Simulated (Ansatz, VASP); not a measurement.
# Two plane-wave programs on Mn

```
Mn
1.0
     2.78994    0.00000    0.00000
    -1.39497    2.41616    0.00000
     0.00000    0.00000    4.22070
Mn
2
Cartesian
  0.0000 1.6108 1.0552
  1.3950 0.8054 3.1655
```

Alike in both runs: task single point; functional r2SCAN; k mesh 14 × 14 × 8; occupations fermi-dirac, width 0.05 eV; collinear spin.

```csv
,VASP,Ansatz
version,VASP 6.6.1,Ansatz 0.2.0
potentials or method,"VASP PAW PBE potentials, release 64 (Mn_pv), cutoff 520 eV","plane waves (500 eV) with PAW, scalar-relativistic"
valence electrons in the cell,26,30
```

|  | VASP | Ansatz | Ansatz less VASP |
| --- | --- | --- | --- |
| pressure (GPa) | 3.3 | 3.0 | -0.34 |
| traceless stress, the component that is largest in VASP (GPa) | -0.12 | -0.52 | -0.401 |
| net moment per atom (μB) | 0.00 | 0.00 | 0.000 |
| size of the moment on the site where the two differ most (μB) | 3.62 | 3.60 | -0.019 |

VASP's potentials were made for PBE, not for r2SCAN. Site moments also hang on the region over which each program counts them. VASP's potentials hold 26 valence electrons a cell and Ansatz's 30, so a difference there can come from the potentials and not from the codes. Ansatz's warnings: stability check not made.
